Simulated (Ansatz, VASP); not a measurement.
One calculation of W, two programs

INCAR

```
PREC     = Accurate       # precision mode
ENCUT    = 520            # plane-wave cutoff, eV
EDIFF    = 1E-7           # SCF threshold, eV
ISMEAR   = 0              # smearing method
SIGMA    = 0.15           # smearing width, eV
LREAL    = False          # projectors in reciprocal space
LASPH    = True           # aspherical terms in the spheres
NELM     = 100            # most SCF steps
ALGO     = Fast           # electronic algorithm
ISIF     = 2              # what is computed and relaxed
LWAVE    = False          # write WAVECAR
LCHARG   = False          # write CHGCAR
GGA      = PE             # functional
NBANDS   = 13             # bands
```

Contents of KPOINTS:

```
Automatic mesh
0
Gamma
  24 24 24
```

File POSCAR:

```
W
1.0
   -1.8439481549      1.8439481549      1.1985663007
    1.8439481549     -1.8439481549      1.1985663007
    1.8439481549      1.8439481549     -1.1985663007
W
1
Direct
    0.0000000000      0.0000000000      0.0000000000
```

Input for Ansatz:

```yaml
crystal:
  lattice:
    - [-1.8439481549, 1.8439481549, 1.1985663007]
    - [1.8439481549, -1.8439481549, 1.1985663007]
    - [1.8439481549, 1.8439481549, -1.1985663007]
  atoms:
    - { symbol: W, position: [0.0, 0.0, 0.0] }
basis:
  ecutwfc: 420
kpoints:
  mp_grid: { grid: [24, 24, 24] }
hamiltonian:
  xc: pbe
scf:
  occupations: { method: gaussian, width: 0.15 }
output:
  forces: true
  stress: true
  eigenvalues: true
```

Alike in both runs: task single point; functional PBE; k mesh 24 × 24 × 24; occupations gaussian, width 0.15 eV; no spin polarisation.

|  | VASP | Ansatz |
| --- | --- | --- |
| version | VASP 6.6.1 | Ansatz 0.2.0 |
| potentials or method | VASP PAW PBE potentials, release 64 (W_sv), cutoff 520 eV | scalar-relativistic, plane waves, PAW |
| valence electrons in the cell | 14 | 14 |

VASP gave:

- gap on the k mesh at the Fermi level (eV): none
- pressure (GPa): 26.2
- traceless stress, the component that is largest in VASP (GPa): 61.10

Question: Which values does Ansatz return?

Answer: gap on the k mesh at the Fermi level (eV): none; pressure (GPa): 25.0; traceless stress, the component that is largest in VASP (GPa): 59.42.

A gap of «none» marks a metal or a gap that the smearing closes.

Neither program's run includes spin-orbit coupling.
